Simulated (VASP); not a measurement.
# Zr (Im-3m) in VASP: further runs, part 2 of 3

VASP 6.6.1.

## Step 3: Single point, BLYP+D3(BJ)

This run uses another cell than the first one, of 21.00 Å³/atom, 0.968 times its volume.

Contents of INCAR:

```
SYSTEM = Zr
PREC     = Accurate       ! precision mode
ENCUT    = 500            ! plane-wave cutoff, eV
EDIFF    = 1E-6           ! SCF threshold, eV
ISMEAR   = -1             ! smearing method
SIGMA    = 0.05           ! smearing width, eV
LREAL    = .False.        ! projectors in reciprocal space
LASPH    = .True.         ! aspherical terms in the spheres
NELM     = 120            ! most SCF steps
ALGO     = Normal         ! electronic algorithm
ISIF     = 2              ! what is computed and relaxed
LWAVE    = .False.        ! write WAVECAR
LCHARG   = .False.        ! write CHGCAR
GGA      = B5             ! functional
ALDAX    = 1.0          
AGGAX    = 1.0          
AGGAC    = 1.0          
ALDAC    = 0.0          
IVDW     = 12             ! dispersion correction
VDW_S6   = 1.0          
VDW_S8   = 2.6996       
VDW_A1   = 0.4298       
VDW_A2   = 4.2359       
NBANDS   = 12             ! bands
GGA_COMPAT= .False.
```

Contents of KPOINTS:

```
Automatic mesh
0
Gamma
  10 10 10
  0 0 0
```

Contents of POSCAR:

```
Zr
1.0
   -1.7380731430      1.7380731430      1.7380731430
    1.7380731430     -1.7380731430      1.7380731430
    1.7380731430      1.7380731430     -1.7380731430
Zr
1
Direct
    0.0000000000      0.0000000000      0.0000000000
```

Potentials or basis: VASP PAW PBE potentials, release 64 (Zr_sv).

On the command line:

```
cat potpaw_PBE.64/Zr_sv/POTCAR > POTCAR
mpirun -np 1 vasp_std > vasp.out
```

OUTCAR:

```text
SYSTEM = Zr
   PREC = Accurate
   ENCUT = 500
   EDIFF = 1E-6
   ISMEAR = -1
   LREAL = .False.
   LASPH = .True.
   NELM = 120
   ISIF = 2
   GGA = B5
   IVDW = 12
 IVDW          = 12

 ion  position               nearest neighbor table
   1  0.000  0.000  0.000-

  LATTYP: Found a body centered cubic cell.
 ALAT       =     3.4761462860

  Lattice vectors:

 A1 = (  -1.7380731430,   1.7380731430,   1.7380731430)
 A2 = (   1.7380731430,  -1.7380731430,   1.7380731430)
 A3 = (   1.7380731430,   1.7380731430,  -1.7380731430)

Analysis of symmetry for initial positions (statically):
=====================================================================
 Subroutine PRICEL returns:
 Original cell was already a primitive cell.

 Routine SETGRP: Setting up the symmetry group for a
 body centered cubic supercell.

 Subroutine GETGRP returns: Found 48 space group operations
 (whereof 48 operations were pure point group operations)
 out of a pool of 48 trial point group operations.

The static configuration has the point symmetry O_h .

Analysis of symmetry for dynamics (positions and initial velocities):
=====================================================================
 Subroutine PRICEL returns:
 Original cell was already a primitive cell.

 Routine SETGRP: Setting up the symmetry group for a
 body centered cubic supercell.

 Subroutine GETGRP returns: Found 48 space group operations
 (whereof 48 operations were pure point group operations)
 out of a pool of 48 trial point group operations.

The dynamic configuration has the point symmetry O_h .

 Subroutine INISYM returns: Found 48 space group operations
 (whereof 48 operations are pure point group operations),
 and found     1 'primitive' translations

----------------------------------------------------------------------------------------

                                     Primitive cell
[... 114 lines left out ...]
   GGA     = B5    functional components
   LHFCALC =     F    Hartree Fock is set to
   AEXX    =    0.0000 exact exchange contribution
   IVDW    =    12    specifies the selected vdW correction
   LEPSILON=     F    determine dielectric tensor
   LRPA    =     F    only Hartree local field effects (RPA)
 non-spin polarized calculation
  energy-cutoff  :      500.00
  volume of cell :       21.00
 maximum number of plane-waves:       555
 NGX is ok and might be reduce to    24
   NGX = 11   NGY = 11   NGZ = 11

 number of electron      12.0000000 magnetization

 Free energy of the ion-electron system (eV)
  ---------------------------------------------------
  ext. energy  EPLUGINS =         0.00000000
  ---------------------------------------------------
  free energy    TOTEN  =        -7.17399531 eV

  energy without entropy =       -7.16196590  energy(sigma->0) =       -7.16798061

 E-fermi :  10.4228     XC(G=0): -10.9599

 val. band max:       10.4043020531   @ k =   0.2000   0.2000   0.0000
 cond. band min:      10.4243996923   @ k =   0.3000   0.2000   0.2000
 fundamental gap:      0.0200976393
 Fermi energy:        10.4227730751

 k-point     1 :       0.0000    0.0000    0.0000
  band No.  band energies     occupation
      1     -37.8307      2.00000
      2     -15.2671      2.00000
      3     -15.2671      2.00000
      4     -15.2671      2.00000
      5       5.0842      2.00000
      6      11.5086      0.00000
      7      11.5086      0.00000
      8      11.5086      0.00000
      9      14.2524      0.00000
     10      14.2524      0.00000
     11      23.3028      0.00000
     12      23.3028      0.00000
[... 331 lines left out ...]
 k-point    24 :      -0.3000    0.3000    0.1000
  band No.  band energies     occupation
      1     -37.6624      2.00000
      2     -16.1415      2.00000
      3     -15.5884      2.00000
      4     -15.3742      2.00000
      5       7.6335      2.00000
      6      10.4562      0.67804
      7      10.6367      0.02737
      8      13.0602      0.00000
      9      14.4522      0.00000
     10      15.1653      0.00000
     11      23.1249      0.00000
     12      25.2259      0.00000

 [... further k-points ...]

------------------------ aborting loop because EDIFF is reached ----------------------------------------

 Edisp (eV)   -1.43983

 E8    (eV) :    -1.1373

  FORCE on cell =-STRESS in cart. coord.  units (eV):
  Direction    XX          YY          ZZ          XY          YZ          ZX
  --------------------------------------------------------------------------------------
  -------------------------------------------------------------------------------------
  Total       0.01851     0.01851     0.01851    -0.00000    -0.00000    -0.00000
  in kB       1.41199     1.41199     1.41199    -0.00000    -0.00000    -0.00000
  external pressure =        1.41 kB  Pullay stress =        0.00 kB

 VOLUME and BASIS-vectors are now :
 -----------------------------------------------------------------------------
  energy-cutoff  :      500.00
  volume of cell :       21.00
      direct lattice vectors                 reciprocal lattice vectors
    -1.738073143  1.738073143  1.738073143     0.000000000  0.287674890  0.287674890
     1.738073143 -1.738073143  1.738073143     0.287674890  0.000000000  0.287674890
     1.738073143  1.738073143 -1.738073143     0.287674890  0.287674890  0.000000000

 POSITION                                       TOTAL-FORCE (eV/Angst)
 -----------------------------------------------------------------------------------
      0.00000      0.00000      0.00000         0.000000      0.000000     -0.000000
 -----------------------------------------------------------------------------------
    total drift:                                0.000000      0.000000     -0.000000

  FREE ENERGIE OF THE ION-ELECTRON SYSTEM (eV)
  ---------------------------------------------------
  free  energy   TOTEN  =        -8.6138283539 eV

  energy  without entropy=       -8.6017989441  energy(sigma->0) =       -8.60781365
```

Run time: 18 s. Hardware: 1 thread of Intel Xeon 8259CL, shared host; peak memory 0.15 GiB.

What came out:

| Quantity | Value |
| --- | --- |
| Free energy | -8.6138 eV |
| Pressure | 0.1 GPa |
| Band gap on the k mesh | zero (band 6 reaches 11.51 eV, above the bottom of band 7 at 9.96 eV) |
| Dispersion energy per atom | -1.440 eV |

Levels at points of the mesh, in eV from the Fermi level:
| k point | band 4 | band 5 | band 6 | band 7 | band 8 | band 9 |
| --- | --- | --- | --- | --- | --- | --- |
| (0.00, 0.00, 0.00) | -25.69 | -5.34 | 1.09 | 1.09 | 1.09 | 3.83 |
| (0.50, 0.00, 0.00) | -25.70 | -3.03 | -0.90 | 2.28 | 3.87 | 4.59 |
| (0.50, 0.50, 0.50) | -26.59 | -2.96 | -2.96 | 6.19 | 6.19 | 6.19 |

Caveat: the PAW data sets were made with another functional, which shifts forces and pressure a little; pairwise dispersion overbinds metals, which lowers pressure and volume.

## Step 4: Single point, RPBE

This run uses another cell than the first one, of 22.30 Å³/atom, 1.028 times its volume.

Contents of INCAR:

```
SYSTEM = Zr
PREC = Accurate
ENCUT = 500
EDIFF = 1E-6
ISMEAR = -1
SIGMA = 0.05
LREAL = .False.
LASPH = .True.
NELM = 120
ALGO = Normal
ISIF = 2
LWAVE = .False.
LCHARG = .False.
GGA = RP
NBANDS = 12
GGA_COMPAT = .False.
```

Contents of KPOINTS:

```
regular mesh
0
Gamma
  10 10 10
  0 0 0
```

Contents of POSCAR:

```
Zr
1.0
   -1.7730508568      1.7730508568      1.7730508568
    1.7730508568     -1.7730508568      1.7730508568
    1.7730508568      1.7730508568     -1.7730508568
Zr
1
Direct
    0.0000000000      0.0000000000      0.0000000000
```

On the command line:

```
cat potpaw_PBE.64/Zr_sv/POTCAR > POTCAR
mpirun -np 1 vasp_std > vasp.out
```

Run time: 13 s. Hardware: 1 thread of Intel Xeon 8259CL, shared host; peak memory 0.14 GiB.

Results (log left out):

```yaml
Free_energy: -7.9981 eV
Pressure: 4.1 GPa
Band_gap_on_the_k_mesh: zero (band 6 reaches 10.44 eV, above the bottom of band 7 at 8.67 eV)
```

Levels at points of the mesh, in eV from the Fermi level:
| k point | band 3 | band 4 | band 5 | band 6 | band 7 | band 8 | band 9 | band 10 |
| --- | --- | --- | --- | --- | --- | --- | --- | --- |
| (0.00, 0.00, 0.00) | -25.92 | -25.92 | -5.47 | 1.12 | 1.12 | 1.12 | 3.70 | 3.70 |
| (0.50, 0.00, 0.00) | -26.26 | -25.93 | -2.93 | -0.77 | 1.72 | 3.72 | 4.42 | 6.59 |
| (0.50, 0.50, 0.50) | -26.67 | -26.67 | -2.75 | -2.75 | 5.87 | 5.87 | 5.87 | 7.70 |

Caveat: the PAW data sets were made with another functional, which shifts forces and pressure a little.

(Continued in part 3 of 3.)
